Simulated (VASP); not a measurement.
The system is Rh.

```xyz
2
Lattice="2.6887 0.0000 0.0000 -1.3444 2.3285 0.0000 0.0000 0.0000 4.3290" Properties=species:S:1:pos:R:3 pbc="T T T"
Rh    1.3148    0.7225    3.2417
Rh    0.0296    1.6060    1.0873
```

```yaml
Program: VASP 6.6.1
Task: relaxation of cell and atoms
Functional: PBEsol
Potentials_or_basis: VASP PAW PBE potentials, release 64 (Rh_pv)
Cutoff: 600 eV
k_mesh: 12 × 12 × 8
Occupations: gaussian, width 0.15 eV
Spin: no spin polarisation
```

At the start: pressure 0.6 GPa; volume 13.55 Å³/atom.

Question: How do energy, volume and symmetry change on relaxing?

Answer: Over 15 steps the energy falls by 17.3 meV/atom and the volume is 13.54 Å³/atom (-0.1 %); space group P2_1/m (No. 11, to 0.1 Å) before, P6_3/mmc (No. 194, to 0.1 Å).

The path:
| step | energy change (eV) | largest force (eV/Å) | pressure (GPa) | volume (Å³) |
| --- | --- | --- | --- | --- |
| 1 | 0.0000 | 0.5550 | 0.57 | 27.10 |
| 2 | -0.0215 | 0.2756 | -2.02 | 27.29 |
| 3 | -0.0224 | 0.2195 | -2.48 | 27.34 |
| 4 | -0.0277 | 0.0998 | 4.02 | 26.74 |
| 5 | -0.0298 | 0.1223 | 1.73 | 26.94 |
| 6 | -0.0345 | 0.0233 | -0.21 | 27.11 |
| 7 | -0.0346 | 0.0284 | 0.09 | 27.09 |
| 8 | -0.0346 | 0.0267 | 0.07 | 27.09 |
| 9 | -0.0346 | 0.0105 | -0.10 | 27.11 |
| 10 | -0.0346 | 0.0106 | -0.21 | 27.11 |
| 11 | -0.0346 | 0.0147 | 0.11 | 27.08 |
| 12 | -0.0346 | 0.0125 | -0.07 | 27.10 |
| 13 | -0.0346 | 0.0115 | 0.07 | 27.09 |
| 14 | -0.0346 | 0.0118 | -0.05 | 27.10 |
| 15 | -0.0346 | 0.0044 | -0.04 | 27.09 |

Final structure:
```
Rh
1.0
     2.68551   -0.00017    0.00006
    -1.34294    2.32572    0.00009
     0.00011    0.00020    4.33731
Rh
2
Direct
  0.66648 0.33346 0.74997
  0.33352 0.66654 0.25003
```

Caveat: the PAW data sets were made with another functional, which shifts forces and pressure a little.
